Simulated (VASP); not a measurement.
# SiNi (Pnma) in VASP: single point with r2SCAN

Aim: the single point of SiNi with r2SCAN.

Program: VASP 6.6.1. These are calculated values, not measurements. Logs are shortened: lines on timing, memory, paths and dates and some standing lists are left out, and cuts for length are marked.

### Step 1. The cell of the first run

Symmetry: Pnma, No. 62, orthorhombic system. Conventional cell: a = 5.098 Å, b = 3.350 Å, c = 5.574 Å, α = 90.00°, β = 90.00°, γ = 90.00°. Si (site symmetry m) has 6 Ni at 2.26 to 2.39 Å and 2 Si at 2.64 Å within 3.0 Å. Within 3.0 Å of Ni (site symmetry m) lie 6 Si at 2.26 to 2.39 Å and 4 Ni at 2.64 to 2.69 Å.

### Step 2. Single point, r2SCAN

POSCAR

```
SiNi
1.0
    5.0980890356      0.0000000000      0.0000000000
    0.0000000000      3.3499815922      0.0000000000
    0.0000000000      0.0000000000      5.5737730718
Si Ni
4 4
Direct
    0.3215466875      0.7500000000      0.0834908018
    0.1784533125      0.2500000000      0.5834908018
    0.8215466875      0.7500000000      0.4165091982
    0.6784533125      0.2500000000      0.9165091982
    0.0077931826      0.2500000000      0.1890357577
    0.4922068174      0.7500000000      0.6890357577
    0.5077931826      0.2500000000      0.3109642423
    0.9922068174      0.7500000000      0.8109642423
```

INCAR.step1

```
SYSTEM = SiNi
  PREC = Accurate
  ENCUT = 520
  ISMEAR = 0
  SIGMA = 0.05
  LREAL = .False.
  LASPH = .True.
  NELM = 60
  NBANDS = 38
  GGA = PE
  ALGO = Normal
  EDIFF = 1E-4
  LWAVE = .True.
  LCHARG = .False.
```

INCAR.step2

```
SYSTEM = SiNi
  PREC = Accurate
  ENCUT = 520
  EDIFF = 1E-7
  ISMEAR = 0
  SIGMA = 0.05
  LREAL = .False.
  LASPH = .True.
  NELM = 60
  ALGO = Normal
  ISIF = 2
  LWAVE = .False.
  LCHARG = .False.
  METAGGA = R2SCAN
  LMIXTAU = .True.
  NBANDS = 38
  ISTART = 1
```

KPOINTS

```
Automatic mesh
0
Gamma
  8 10 6
  0 0 0
```

Potentials or basis: VASP PAW PBE potentials, release 64 (Si, Ni).

The run is started by

```sh
cat potpaw_PBE.64/Si/POTCAR potpaw_PBE.64/Ni/POTCAR > POTCAR
cp INCAR.step1 INCAR
mpirun -np 1 vasp_std > vasp.out
cp INCAR.step2 INCAR
mpirun -np 1 vasp_std > vasp.out
```

OUTCAR:

```text
SYSTEM = SiNi
   PREC = Accurate
   ENCUT = 520
   EDIFF = 1E-7
   ISMEAR = 0
   LREAL = .False.
   LASPH = .True.
   NELM = 60
   ISIF = 2
   METAGGA = R2SCAN
   ISTART = 1

 ion  position               nearest neighbor table
   1  0.322  0.750  0.083-   8 2.26   7 2.31   7 2.31   6 2.36   5 2.39   5 2.39   4 2.64   4 2.64

   2  0.178  0.250  0.583-   7 2.26   8 2.31   8 2.31   5 2.36   6 2.39   6 2.39   3 2.64   3 2.64

   3  0.822  0.750  0.417-   6 2.26   5 2.31   5 2.31   8 2.36   7 2.39   7 2.39   2 2.64   2 2.64

   4  0.678  0.250  0.917-   5 2.26   6 2.31   6 2.31   7 2.36   8 2.39   8 2.39   1 2.64   1 2.64

   5  0.008  0.250  0.189-   4 2.26   3 2.31   3 2.31   2 2.36   1 2.39   1 2.39   7 2.64   7 2.64
                             8 2.69   8 2.69
   6  0.492  0.750  0.689-   3 2.26   4 2.31   4 2.31   1 2.36   2 2.39   2 2.39   8 2.64   8 2.64
                             7 2.69   7 2.69
   7  0.508  0.250  0.311-   2 2.26   1 2.31   1 2.31   4 2.36   3 2.39   3 2.39   5 2.64   5 2.64
                             6 2.69   6 2.69
   8  0.992  0.750  0.811-   1 2.26   2 2.31   2 2.31   3 2.36   4 2.39   4 2.39   6 2.64   6 2.64
                             5 2.69   5 2.69

  LATTYP: Found a simple orthorhombic cell.
 ALAT       =     3.3499815922
 B/A-ratio  =     1.5218259848
 C/A-ratio  =     1.6638219997

  Lattice vectors:

 A1 = (   0.0000000000,  -3.3499815922,   0.0000000000)
 A2 = (   5.0980890356,   0.0000000000,   0.0000000000)
 A3 = (   0.0000000000,   0.0000000000,   5.5737730718)

Analysis of symmetry for initial positions (statically):
=====================================================================
 Subroutine PRICEL returns:
 Original cell was already a primitive cell.

 Routine SETGRP: Setting up the symmetry group for a
 simple orthorhombic supercell.

 Subroutine GETGRP returns: Found  8 space group operations
 (whereof  2 operations were pure point group operations)
 out of a pool of  8 trial point group operations.

The static configuration has the point symmetry S_2 .
 The point group associated with its full space group is D_2h.

Analysis of symmetry for dynamics (positions and initial velocities):
=====================================================================
 Subroutine PRICEL returns:
 Original cell was already a primitive cell.

 Routine SETGRP: Setting up the symmetry group for a
 simple orthorhombic supercell.

 Subroutine GETGRP returns: Found  8 space group operations
 (whereof  2 operations were pure point group operations)
 out of a pool of  8 trial point group operations.

The dynamic configuration has the point symmetry S_2 .
 The point group associated with its full space group is D_2h.

 Subroutine INISYM returns: Found  8 space group operations
 (whereof  2 operations are pure point group operations),
 and found     1 'primitive' translations

----------------------------------------------------------------------------------------

                                     Primitive cell

  volume of cell :      95.1917

  direct lattice vectors                    reciprocal lattice vectors
     5.098089036  0.000000000  0.000000000     0.196151929  0.000000000  0.000000000
     0.000000000  3.349981592  0.000000000     0.000000000  0.298509103  0.000000000
     0.000000000  0.000000000  5.573773072     0.000000000  0.000000000  0.179411682

  length of vectors
     5.098089036  3.349981592  5.573773072     0.196151929  0.298509103  0.179411682

  position of ions in fractional coordinates (direct lattice)
     0.321546688  0.750000000  0.083490802
     0.178453312  0.250000000  0.583490802
     0.821546688  0.750000000  0.416509198
     0.678453312  0.250000000  0.916509198
     0.007793183  0.250000000  0.189035758
     0.492206817  0.750000000  0.689035758
     0.507793183  0.250000000  0.310964242
     0.992206817  0.750000000  0.810964242

  ion indices of the primitive-cell ions
   primitive index   ion index
                 1           1
                 2           2
                 3           3
                 4           4
                 5           5
                 6           6
                 7           7
                 8           8

----------------------------------------------------------------------------------------

 KPOINTS: Automatic mesh

Automatic generation of k-mesh.
 Grid dimensions read from file:
 generate k-points for:    8   10    6

 Generating k-lattice:

  Cartesian coordinates                     Fractional coordinates (reciprocal lattice)
     0.024518991  0.000000000  0.000000000     0.125000000  0.000000000  0.000000000
     0.000000000  0.029850910  0.000000000     0.000000000  0.100000000  0.000000000
     0.000000000  0.000000000  0.029901947     0.000000000  0.000000000  0.166666667

  Length of vectors
     0.024518991  0.029850910  0.029901947

  Shift w.r.t. Gamma in fractional coordinates (k-lattice)
     0.000000000  0.000000000  0.000000000

 Subroutine IBZKPT returns following result:
 ===========================================

 Found    120 irreducible k-points:

 Following reciprocal coordinates:
            Coordinates               Weight
  0.000000  0.000000  0.000000      1.000000
  0.125000  0.000000  0.000000      2.000000
  0.250000  0.000000  0.000000      2.000000
  0.375000  0.000000  0.000000      2.000000
  0.500000  0.000000  0.000000      1.000000
  0.000000  0.100000  0.000000      2.000000
[... 16 lines left out ...]
  0.250000  0.400000  0.000000      4.000000
  0.375000  0.400000  0.000000      4.000000
 [... further k-points ...]
   k-points           NKPTS =    120   k-points in BZ     NKDIM =    120   number of bands    NBANDS=     38
   number of dos      NEDOS =    301   number of ions     NIONS =      8
   total plane-waves  NPLWV =  47040
   dimension x,y,z NGX =    40 NGY =   28 NGZ =   42
   dimension x,y,z NGXF=    80 NGYF=   56 NGZF=   84
   ions per type =               4   4
   NGX,Y,Z   is equivalent  to a cutoff of  13.04, 13.90, 12.53 a.u.
   NGXF,Y,Z  is equivalent  to a cutoff of  26.09, 27.79, 25.05 a.u.
 SYSTEM =  SiNi
   PREC   = accura    normal or accurate (medium, high low for compatibility)
   ISTART =      1    job   : 0-new  1-cont  2-samecut
   ICHARG =      0    charge: 1-file 2-atom 10-const
   ISPIN  =      1    spin polarized calculation?
   LNONCOLLINEAR =      F non collinear calculations
   LSORBIT =      F    spin-orbit coupling
   LASPH  =      T    aspherical Exc in radial PAW
   ENCUT  =  520.0 eV  38.22 Ry    6.18 a.u.   9.48  6.23 10.36*2*pi/ulx,y,z
   NELM   =     60;   NELMIN=  2; NELMDL=  0     # of ELM steps
   EDIFF  = 0.1E-06   stopping-criterion for ELM
   LREAL  =      F    real-space projection
   EDIFFG = 0.1E-05   stopping-criterion for IOM
   NSW    =      0    number of steps for IOM
   IBRION =     -1    ionic relax: 0-MD 1-quasi-New 2-CG
   NFREE  =      0    steps in history (QN), initial steepest desc. (CG)
   ISIF   =      2    stress and relaxation
   ISYM   =      2    0-nonsym 1-usesym 2-fastsym
   POTIM  = 0.5000    time-step for ionic-motion
   TEBEG  =    0.0;   TEEND  =   0.0 temperature during run
   PSTRESS=    0.0 pullay stress
   NELECT =      56.0000    total number of electrons
   NUPDOWN=      -1.0000    fix difference up-down
   EMIN   =  10.00;   EMAX   =-10.00  energy-range for DOS
   EFERMI =   0.00;   METHOD = LEGACY
   ISMEAR =     0;   SIGMA  =   0.05  broadening in eV -4-tet -1-fermi 0-gaus
   EFERMI_NEDOS =   21; number of points for ismear=-14 and -15
   IALGO  =     38    algorithm
   IMIX   =      4    mixing-type and parameters
     AMIX     =   0.40;   BMIX     =  1.00
     AMIX_MAG =   1.60;   BMIX_MAG =  1.00
  volume/ion in A,a.u.               =      11.90        80.30
  Fermi-wavevector in a.u.,A,eV,Ry     =   1.371738  2.592209 25.601604  1.881665
  Thomas-Fermi vector in A             =   2.497408
   LORBIT       =      0    0 simple, 1 ext, 2 COOP (PROOUT), +10 PAW based schemes
   METAGGA = R2SCAN    functional components
   LHFCALC =     F    Hartree Fock is set to
   AEXX    =    0.0000 exact exchange contribution
   IVDW    =     0    specifies the selected vdW correction
   LEPSILON=     F    determine dielectric tensor
   LRPA    =     F    only Hartree local field effects (RPA)
 non-spin polarized calculation
 Gauss-broadening in eV      SIGMA  =   0.05
  energy-cutoff  :      520.00
  volume of cell :       95.19
 maximum number of plane-waves:      2584
 NGX is ok and might be reduce to    40
   NGX = 19   NGY = 13   NGZ = 21

 number of electron      55.9999978 magnetization

 Free energy of the ion-electron system (eV)
  ---------------------------------------------------
  ext. energy  EPLUGINS =         0.00000000
  ---------------------------------------------------
  free energy    TOTEN  =       -86.69421498 eV

  energy without entropy =      -86.69233099  energy(sigma->0) =      -86.69327298

 E-fermi :  10.5791     XC(G=0): -13.1911

 val. band max:       10.5705507736   @ k =   0.0000   0.0000   0.3333
 cond. band min:      10.6096325917   @ k =   0.1250   0.4000   0.0000
 fundamental gap:      0.0390818181
 Fermi energy:        10.5790691589

 k-point     1 :       0.0000    0.0000    0.0000
  band No.  band energies     occupation
      1      -3.2170      2.00000
      2       0.3460      2.00000
      3       1.7161      2.00000
      4       2.4395      2.00000
      5       3.6808      2.00000
      6       4.2046      2.00000
[... 30 lines left out ...]
     37      17.5226      0.00000
     38      17.6751      0.00000

 k-point     2 :       0.1250    0.0000    0.0000
  band No.  band energies     occupation
      1      -3.1267      2.00000
      2       0.1700      2.00000
      3       1.7816      2.00000
      4       2.0779      2.00000
      5       4.0679      2.00000
      6       4.2925      2.00000
[... 30 lines left out ...]
     37      17.4731      0.00000
     38      17.5220      0.00000
[... 859 lines left out ...]
     37      16.2854      0.00000
     38      17.6900      0.00000

 k-point    24 :       0.3750    0.4000    0.0000
  band No.  band energies     occupation
      1      -0.3606      2.00000
      2       0.7632      2.00000
      3       1.8016      2.00000
      4       2.4141      2.00000
      5       4.2992      2.00000
      6       4.5388      2.00000
[... 30 lines left out ...]
     37      16.9907      0.00000
     38      17.7135      0.00000

 [... further k-points ...]

------------------------ aborting loop because EDIFF is reached ----------------------------------------

  FORCE on cell =-STRESS in cart. coord.  units (eV):
  Direction    XX          YY          ZZ          XY          YZ          ZX
  --------------------------------------------------------------------------------------
  -------------------------------------------------------------------------------------
  Total        0.0236683     -0.0600610      0.0633980      0.0000000      0.0000000      0.0000000
  in kB        0.3983634     -1.0108905      1.0670552      0.0000000      0.0000000      0.0000000
  external PRESSURE =       0.1515093 kB  Pullay stress =       0.0000000 kB

 VOLUME and BASIS-vectors are now :
 -----------------------------------------------------------------------------
  energy-cutoff  :      520.00
  volume of cell :       95.19
      direct lattice vectors                 reciprocal lattice vectors
     5.098089036  0.000000000  0.000000000     0.196151929  0.000000000  0.000000000
     0.000000000  3.349981592  0.000000000     0.000000000  0.298509103  0.000000000
     0.000000000  0.000000000  5.573773072     0.000000000  0.000000000  0.179411682

 POSITION                                       TOTAL-FORCE (eV/Angst)
 -----------------------------------------------------------------------------------
      1.63927      2.51249      0.46536        -0.009278     -0.000000      0.002129
      0.90977      0.83750      3.25225         0.009278     -0.000000      0.002129
      4.18832      2.51249      2.32153        -0.009278      0.000000     -0.002129
      3.45882      0.83750      5.10841         0.009278     -0.000000     -0.002129
      0.03973      0.83750      1.05364         0.010033     -0.000000      0.000050
      2.50931      2.51249      3.84053        -0.010033     -0.000000      0.000050
      2.58877      0.83750      1.73324         0.010033     -0.000000     -0.000050
      5.05836      2.51249      4.52013        -0.010033      0.000000     -0.000050
 -----------------------------------------------------------------------------------
    total drift:                               -0.000000      0.000000      0.000000

  FREE ENERGIE OF THE ION-ELECTRON SYSTEM (eV)
  ---------------------------------------------------
  free  energy   TOTEN  =       -86.6942149804 eV

  energy  without entropy=      -86.6923309877  energy(sigma->0) =      -86.69327298
```

Wall time 21 min (1 thread of Intel Xeon 8259CL, shared host); peak memory 0.45 GiB.

What came out:

```
Free energy            : -86.6942 eV
Pressure               : 0.0 GPa
Largest force          : 0.010 eV/Å
Band gap on the k mesh : zero (bands 28 and 29 overlap by 1.96 eV)
```

Forces in eV/Å, atoms in the order of the input:
```
Si  -0.009  0.000  0.002
Si   0.009  0.000  0.002
Si  -0.009  0.000 -0.002
Si   0.009  0.000 -0.002
Ni   0.010  0.000  0.000
Ni  -0.010  0.000  0.000
Ni   0.010  0.000  0.000
Ni  -0.010  0.000  0.000
```

Stress tensor (GPa, compression positive):
```
 0.04  0.00  0.00
 0.00 -0.10  0.00
 0.00  0.00  0.11
```

Levels at points of the mesh, in eV from the Fermi level:
| k point | band 25 | band 26 | band 27 | band 28 | band 29 | band 30 | band 31 | band 32 |
| --- | --- | --- | --- | --- | --- | --- | --- | --- |
| (0.00, 0.00, 0.00) | -2.01 | -1.28 | -1.22 | -1.00 | 0.70 | 1.49 | 3.51 | 4.10 |
| (0.50, 0.00, 0.00) | -1.99 | -1.99 | 1.11 | 1.11 | 1.18 | 1.18 | 4.13 | 4.13 |
| (0.00, 0.50, 0.00) | -2.07 | -2.07 | -1.52 | -1.52 | -0.60 | -0.60 | 2.13 | 2.13 |
| (0.50, 0.50, 0.00) | -1.81 | -1.81 | -1.81 | -1.81 | 0.54 | 0.54 | 0.54 | 0.54 |
| (0.00, 0.00, 0.50) | -1.56 | -1.56 | -0.26 | -0.26 | 0.95 | 0.95 | 3.60 | 3.60 |
| (0.50, 0.00, 0.50) | -1.08 | -1.08 | 0.85 | 0.85 | 2.42 | 2.42 | 2.91 | 2.91 |
| (0.00, 0.50, 0.50) | -2.14 | -2.14 | -1.81 | -1.81 | 0.17 | 0.17 | 1.55 | 1.55 |
| (0.50, 0.50, 0.50) | -2.04 | -2.04 | -2.04 | -2.04 | 2.69 | 2.69 | 2.69 | 2.69 |

Caveat: the PAW data sets were made with another functional, which shifts forces and pressure a little.

The gap in the log of VASP goes by the Fermi energy; the results here count the filled bands.